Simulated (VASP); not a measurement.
# GaP (F-43m) in VASP: notebook

The runs below take GaP through single point, with PBE.

Program: VASP 6.6.1. These are calculated values, not measurements. Logs are shortened: lines on timing, memory, paths and dates and some standing lists are left out, and cuts for length are marked.

## Step 1: The cell of the first run

It takes space group F-43m (No. 216, cubic). The conventional cell has a = 5.396 Å, b = 5.396 Å, c = 5.396 Å, α = 90.00°, β = 90.00°, γ = 90.00°. Within 3.1 Å of Ga (site symmetry -43m) lie 4 P at 2.34 Å. P (site symmetry -43m) has 4 Ga at 2.34 Å within 3.1 Å.

## Step 2: Single point, PBE (strain -1.0%)

INCAR

```
ALGO = Normal
EDIFF = 1E-6
ENCUT = 520
GGA = PE
ISIF = 2
ISMEAR = -1
LASPH = True
LCHARG = False
LREAL = False
LWAVE = False
NBANDS = 16
NELM = 60
PREC = Accurate
SIGMA = 0.02
```

KPOINTS

```
k-points
0
Gamma
  8 8 8
```

POSCAR

```
GaP
1.0
    0.0000000000      2.6981452945      2.6981452945
    2.6981452945      0.0000000000      2.6981452945
    2.6981452945      2.6981452945      0.0000000000
Ga P
1 1
Direct
    0.0000000000      0.0000000000      0.0000000000
    0.2500000000      0.2500000000      0.2500000000
```

Potentials or basis: VASP PAW PBE potentials, release 64 (Ga_d, P).

Command:

```
$ cat potpaw_PBE.64/Ga_d/POTCAR potpaw_PBE.64/P/POTCAR > POTCAR
$ mpirun -np 1 vasp_std > vasp.out
```

OUTCAR:

```text
EDIFF = 1E-6
   ENCUT = 520
   GGA = PE
   ISIF = 2
   ISMEAR = -1
   LASPH = True
   LREAL = False
   NELM = 60
   PREC = Accurate

 ion  position               nearest neighbor table
   1  0.000  0.000  0.000-   2 2.34   2 2.34   2 2.34   2 2.34
   2  0.250  0.250  0.250-   1 2.34   1 2.34   1 2.34   1 2.34

  LATTYP: Found a face centered cubic cell.
 ALAT       =     5.3962905890

  Lattice vectors:

 A1 = (   0.0000000000,   2.6981452945,   2.6981452945)
 A2 = (   2.6981452945,   0.0000000000,   2.6981452945)
 A3 = (   2.6981452945,   2.6981452945,   0.0000000000)

Analysis of symmetry for initial positions (statically):
=====================================================================
 Subroutine PRICEL returns:
 Original cell was already a primitive cell.

 Routine SETGRP: Setting up the symmetry group for a
 face centered cubic supercell.

 Subroutine GETGRP returns: Found 24 space group operations
 (whereof 24 operations were pure point group operations)
 out of a pool of 48 trial point group operations.

The static configuration has the point symmetry T_d .

Analysis of symmetry for dynamics (positions and initial velocities):
=====================================================================
 Subroutine PRICEL returns:
 Original cell was already a primitive cell.

 Routine SETGRP: Setting up the symmetry group for a
 face centered cubic supercell.

 Subroutine GETGRP returns: Found 24 space group operations
 (whereof 24 operations were pure point group operations)
 out of a pool of 48 trial point group operations.

The dynamic configuration has the point symmetry T_d .

 Subroutine INISYM returns: Found 24 space group operations
 (whereof 24 operations are pure point group operations),
 and found     1 'primitive' translations

----------------------------------------------------------------------------------------

                                     Primitive cell

  volume of cell :      39.2849

  direct lattice vectors                    reciprocal lattice vectors
     0.000000000  2.698145295  2.698145295    -0.185312482  0.185312482  0.185312482
     2.698145295  0.000000000  2.698145295     0.185312482 -0.185312482  0.185312482
     2.698145295  2.698145295  0.000000000     0.185312482  0.185312482 -0.185312482

  length of vectors
[... 72 lines left out ...]
 SYSTEM =  unknown system
   PREC   = accura    normal or accurate (medium, high low for compatibility)
   ISTART =      0    job   : 0-new  1-cont  2-samecut
   ICHARG =      2    charge: 1-file 2-atom 10-const
   ISPIN  =      1    spin polarized calculation?
   LNONCOLLINEAR =      F non collinear calculations
   LSORBIT =      F    spin-orbit coupling
   LASPH  =      T    aspherical Exc in radial PAW
   ENCUT  =  520.0 eV  38.22 Ry    6.18 a.u.   7.09  7.09  7.09*2*pi/ulx,y,z
   NELM   =     60;   NELMIN=  2; NELMDL= -5     # of ELM steps
   EDIFF  = 0.1E-05   stopping-criterion for ELM
   LREAL  =      F    real-space projection
   EDIFFG = 0.1E-04   stopping-criterion for IOM
   NSW    =      0    number of steps for IOM
   IBRION =     -1    ionic relax: 0-MD 1-quasi-New 2-CG
   NFREE  =      0    steps in history (QN), initial steepest desc. (CG)
   ISIF   =      2    stress and relaxation
   ISYM   =      2    0-nonsym 1-usesym 2-fastsym
   POTIM  = 0.5000    time-step for ionic-motion
   TEBEG  =    0.0;   TEEND  =   0.0 temperature during run
   PSTRESS=    0.0 pullay stress
   NELECT =      18.0000    total number of electrons
   NUPDOWN=      -1.0000    fix difference up-down
   EMIN   =  10.00;   EMAX   =-10.00  energy-range for DOS
   EFERMI =   0.00;   METHOD = LEGACY
   ISMEAR =    -1;   SIGMA  =   0.02  broadening in eV -4-tet -1-fermi 0-gaus
   EFERMI_NEDOS =   21; number of points for ismear=-14 and -15
   IALGO  =     38    algorithm
   IMIX   =      4    mixing-type and parameters
     AMIX     =   0.40;   BMIX     =  1.00
     AMIX_MAG =   1.60;   BMIX_MAG =  1.00
  volume/ion in A,a.u.               =      19.64       132.55
  Fermi-wavevector in a.u.,A,eV,Ry     =   1.262090  2.385004 21.672329  1.592871
  Thomas-Fermi vector in A             =   2.395516
   LORBIT       =      0    0 simple, 1 ext, 2 COOP (PROOUT), +10 PAW based schemes
   GGA     = PE    functional components
   LHFCALC =     F    Hartree Fock is set to
   AEXX    =    0.0000 exact exchange contribution
   IVDW    =     0    specifies the selected vdW correction
   LEPSILON=     F    determine dielectric tensor
   LRPA    =     F    only Hartree local field effects (RPA)
 non-spin polarized calculation
  energy-cutoff  :      520.00
  volume of cell :       39.28
 maximum number of plane-waves:      1067
   NGX = 15   NGY = 15   NGZ = 15

 number of electron      18.0000000 magnetization

 Free energy of the ion-electron system (eV)
  ---------------------------------------------------
  ext. energy  EPLUGINS =         0.00000000
  ---------------------------------------------------
  free energy    TOTEN  =        -9.08739631 eV

  energy without entropy =       -9.08739631  energy(sigma->0) =       -9.08739631

 E-fermi :   5.3670     XC(G=0):  -9.9703

 val. band max:        4.9635782444   @ k =   0.0000   0.0000   0.0000
 cond. band min:       6.5537623415   @ k =   0.5000   0.5000   0.0000
 fundamental gap:      1.5901840972
 Fermi energy:         5.3670495269

 k-point     1 :       0.0000    0.0000    0.0000
  band No.  band energies     occupation
      1      -9.6413      2.00000
      2      -9.6413      2.00000
      3      -9.6413      2.00000
      4      -9.5321      2.00000
      5      -9.5321      2.00000
      6      -7.7580      2.00000
[... 433 lines left out ...]
      3      -9.5940      2.00000
      4      -9.5379      2.00000
      5      -9.5240      2.00000
      6      -5.1681      2.00000
[... 8 lines left out ...]
     15      17.0749      0.00000
     16      17.6506      0.00000

 [... further k-points ...]
[... 5 lines left out ...]
  --------------------------------------------------------------------------------------
  -------------------------------------------------------------------------------------
  Total        1.2794514      1.2794514      1.2794514      0.0000000      0.0000000     -0.0000000
  in kB       52.1805158     52.1805158     52.1805158      0.0000000      0.0000000     -0.0000000
  external PRESSURE =      52.1805158 kB  Pullay stress =       0.0000000 kB

 VOLUME and BASIS-vectors are now :
 -----------------------------------------------------------------------------
  energy-cutoff  :      520.00
  volume of cell :       39.28
      direct lattice vectors                 reciprocal lattice vectors
     0.000000000  2.698145295  2.698145295    -0.185312482  0.185312482  0.185312482
     2.698145295  0.000000000  2.698145295     0.185312482 -0.185312482  0.185312482
     2.698145295  2.698145295  0.000000000     0.185312482  0.185312482 -0.185312482

 POSITION                                       TOTAL-FORCE (eV/Angst)
 -----------------------------------------------------------------------------------
      0.00000      0.00000      0.00000        -0.000000     -0.000000     -0.000000
      1.34907      1.34907      1.34907         0.000000      0.000000      0.000000
 -----------------------------------------------------------------------------------
    total drift:                                0.000002      0.000002      0.000002

  FREE ENERGIE OF THE ION-ELECTRON SYSTEM (eV)
  ---------------------------------------------------
  free  energy   TOTEN  =        -9.0873963074 eV

  energy  without entropy=       -9.0873963074  energy(sigma->0) =       -9.08739631
```

Run time: 32 s. Hardware: 1 thread of AMD EPYC 7R13, shared host; peak memory 0.13 GiB.

What came out:

| Property | Result |
| --- | --- |
| Free energy | -9.0874 eV |
| Pressure | 5.2 GPa |
| Band gap on the k mesh | 1.59 eV, indirect (least direct gap 2.08 eV) |

Levels at points of the mesh, in eV from the valence-band top:
```csv
k point,band 7,band 8,band 9,band 10,band 11,band 12
"(0.00, 0.00, 0.00)",0.00,0.00,0.00,2.08,3.88,3.88
"(0.50, 0.00, 0.00)",-6.81,-1.16,-1.16,1.76,4.71,4.71
"(0.50, 0.50, 0.00)",-6.90,-2.79,-2.79,1.59,1.79,10.82
```

Caveat: the cell differs from its parent crystal (strain -1.0%).

## Step 3: Single point, PBE (strain +1.0%)

INCAR

```
SYSTEM = GaP
PREC = Accurate
ENCUT = 520
EDIFF = 1E-7
ISMEAR = -1
SIGMA = 0.02
LREAL = .FALSE.
LASPH = .TRUE.
NELM = 100
ALGO = Normal
ISIF = 2
LWAVE = .FALSE.
LCHARG = .TRUE.
GGA = PE
LELF = .TRUE.
LVHAR = .TRUE.
NBANDS = 16
```

KPOINTS

```
regular mesh
0
G
  8 8 8
  0 0 0
```

POSCAR

```
GaP
1.0
    0.0000000000      2.7526532803      2.7526532803
    2.7526532803      0.0000000000      2.7526532803
    2.7526532803      2.7526532803      0.0000000000
Ga P
1 1
Direct
    0.0000000000      0.0000000000      0.0000000000
    0.2500000000      0.2500000000      0.2500000000
```

Potentials or basis: VASP PAW PBE potentials, release 64 (Ga_d, P).

Command:

```
$ cat potpaw_PBE.64/Ga_d/POTCAR potpaw_PBE.64/P/POTCAR > POTCAR
$ mpirun -np 1 vasp_std > vasp.out
```

Wall time 50 s (1 thread of AMD EPYC 7R13, shared host); peak memory 0.14 GiB.

It converged, with:

```yaml
Free_energy: -9.1256 eV
Pressure: 0.0 GPa
Band_gap_on_the_k_mesh: 1.58 eV, direct
```

Levels at points of the mesh, in eV from the valence-band top:
| k point | band 7 | band 8 | band 9 | band 10 | band 11 | band 12 |
| --- | --- | --- | --- | --- | --- | --- |
| (0.00, 0.00, 0.00) | 0.00 | 0.00 | 0.00 | 1.58 | 3.90 | 3.90 |
| (0.50, 0.00, 0.00) | -6.46 | -1.07 | -1.07 | 1.58 | 4.73 | 4.73 |
| (0.50, 0.50, 0.00) | -6.61 | -2.58 | -2.58 | 1.72 | 1.85 | 10.37 |

Caveat: the cell differs from its parent crystal (strain +1.0%). A k mesh can miss the band edges.

## Step 4: Single point, PBE (strain +2.0%)

INCAR

```
SYSTEM = GaP
PREC = Accurate
ENCUT = 520
EDIFF = 1E-7
ISMEAR = -1
SIGMA = 0.02
LREAL = .FALSE.
LASPH = .TRUE.
NELM = 60
ALGO = Normal
ISIF = 2
LWAVE = .FALSE.
LCHARG = .FALSE.
GGA = PE
NBANDS = 16
```

KPOINTS

```
Automatic mesh
0
G
  8 8 8
  0 0 0
```

POSCAR

```
GaP
1.0
    0.0000000000      2.7799072732      2.7799072732
    2.7799072732      0.0000000000      2.7799072732
    2.7799072732      2.7799072732      0.0000000000
Ga P
1 1
Direct
    0.0000000000      0.0000000000      0.0000000000
    0.2500000000      0.2500000000      0.2500000000
```

Command:

```
$ cat potpaw_PBE.64/Ga_d/POTCAR potpaw_PBE.64/P/POTCAR > POTCAR
$ mpirun -np 1 vasp_std > vasp.out
```

It took 48 s on 1 thread of AMD EPYC 7R13, shared host; peak memory 0.14 GiB.

It converged, with:

* Free energy: -9.1173 eV
* Pressure: -2.1 GPa
* Band gap on the k mesh: 1.34 eV, direct

Levels at points of the mesh, in eV from the valence-band top:
| k point | band 7 | band 8 | band 9 | band 10 | band 11 | band 12 |
| --- | --- | --- | --- | --- | --- | --- |
| (0.00, 0.00, 0.00) | 0.00 | 0.00 | 0.00 | 1.34 | 3.90 | 3.90 |
| (0.50, 0.00, 0.00) | -6.31 | -1.03 | -1.03 | 1.49 | 4.73 | 4.73 |
| (0.50, 0.50, 0.00) | -6.48 | -2.48 | -2.48 | 1.77 | 1.87 | 10.15 |

Caveat: the cell differs from its parent crystal (strain +2.0%).

## Step 5: Single point, PBE (strain +3.0%)

INCAR

```
SYSTEM = GaP
  ALGO = Normal
  EDIFF = 1E-7
  ENCUT = 520
  GGA = PE
  ISIF = 2
  ISMEAR = -1
  LASPH = .True.
  LCHARG = .False.
  LREAL = .False.
  LWAVE = .False.
  NBANDS = 16
  NELM = 80
  PREC = Accurate
  SIGMA = 0.02
```

KPOINTS

```
k-points
0
Gamma
  8 8 8
  0 0 0
```

POSCAR

```
GaP
1.0
    0.0000000000      2.8071612660      2.8071612660
    2.8071612660      0.0000000000      2.8071612660
    2.8071612660      2.8071612660      0.0000000000
Ga P
1 1
Direct
    0.0000000000      0.0000000000      0.0000000000
    0.2500000000      0.2500000000      0.2500000000
```

Command:

```
$ cat potpaw_PBE.64/Ga_d/POTCAR potpaw_PBE.64/P/POTCAR > POTCAR
$ mpirun -np 1 vasp_std > vasp.out
```

Wall time 50 s (1 thread of AMD EPYC 7R13, shared host); peak memory 0.14 GiB.

The run converged. Its results:

* Free energy: -9.0933 eV
* Pressure: -3.9 GPa
* Band gap on the k mesh: 1.11 eV, direct

Levels at points of the mesh, in eV from the valence-band top:
| k point | band 6 | band 7 | band 8 | band 9 | band 10 | band 11 | band 12 | band 13 |
| --- | --- | --- | --- | --- | --- | --- | --- | --- |
| (0.00, 0.00, 0.00) | -11.86 | 0.00 | 0.00 | 0.00 | 1.11 | 3.90 | 3.90 | 3.90 |
| (0.50, 0.00, 0.00) | -10.07 | -6.16 | -0.99 | -0.99 | 1.40 | 4.73 | 4.73 | 8.08 |
| (0.50, 0.50, 0.00) | -9.29 | -6.36 | -2.39 | -2.39 | 1.83 | 1.88 | 9.93 | 9.93 |

Caveat: the cell differs from its parent crystal (strain +3.0%). A k mesh can miss the band edges.

## Step 6: Single point, PBE (strain +4.0%)

INCAR

```
ALGO = Normal
EDIFF = 1E-7
ENCUT = 520
GGA = PE
ISIF = 2
ISMEAR = -1
LASPH = T
LCHARG = F
LREAL = F
LWAVE = F
NBANDS = 16
NELM = 100
PREC = Accurate
SIGMA = 0.02
```

KPOINTS

```
k-points
0
Gamma
  8 8 8
```

POSCAR

```
GaP
1.0
    0.0000000000      2.8344152589      2.8344152589
    2.8344152589      0.0000000000      2.8344152589
    2.8344152589      2.8344152589      0.0000000000
Ga P
1 1
Direct
    0.0000000000      0.0000000000      0.0000000000
    0.2500000000      0.2500000000      0.2500000000
```

Potentials or basis: VASP PAW PBE potentials, release 64 (Ga_d, P).

Command:

```
$ cat potpaw_PBE.64/Ga_d/POTCAR potpaw_PBE.64/P/POTCAR > POTCAR
$ mpirun -np 1 vasp_std > vasp.out
```

It took 45 s on 1 thread of AMD EPYC 7R13, shared host; peak memory 0.14 GiB.

It converged, with:

```yaml
Free_energy: -9.0550 eV
Pressure: -5.5 GPa
Band_gap_on_the_k_mesh: 0.88 eV, direct
```

Levels at points of the mesh, in eV from the valence-band top:
```tsv
k point	band 6	band 7	band 8	band 9	band 10	band 11	band 12	band 13
(0.00, 0.00, 0.00)	-11.67	0.00	0.00	0.00	0.88	3.90	3.90	3.90
(0.50, 0.00, 0.00)	-9.96	-6.02	-0.96	-0.96	1.32	4.72	4.72	8.00
(0.50, 0.50, 0.00)	-9.22	-6.24	-2.30	-2.30	1.88	1.89	9.72	9.72
```

Caveat: the cell differs from its parent crystal (strain +4.0%). A k mesh can miss the band edges.

## Step 7: Overview

| cell | gap on the mesh (eV) | pressure (GPa) |
| --- | --- | --- |
| a = 3.816 Å, angles 60.0°, 2 atoms | 1.59 | 5.2 |
| a = 3.893 Å, angles 60.0°, 2 atoms | 1.58 | 0.0 |
| a = 3.931 Å, angles 60.0°, 2 atoms | 1.34 | -2.1 |
| a = 3.970 Å, angles 60.0°, 2 atoms | 1.11 | -3.9 |
| a = 4.008 Å, angles 60.0°, 2 atoms | 0.88 | -5.5 |

Alike in all rows: task single point; level PBE; potentials or basis VASP PAW PBE potentials, release 64 (Ga_d, P); no spin polarisation; k mesh 8 × 8 × 8; cutoff (eV) 520; smearing fermi-dirac 0.02 eV.

Total energies depend on the potentials used, so only differences within one code and one set of settings carry meaning.
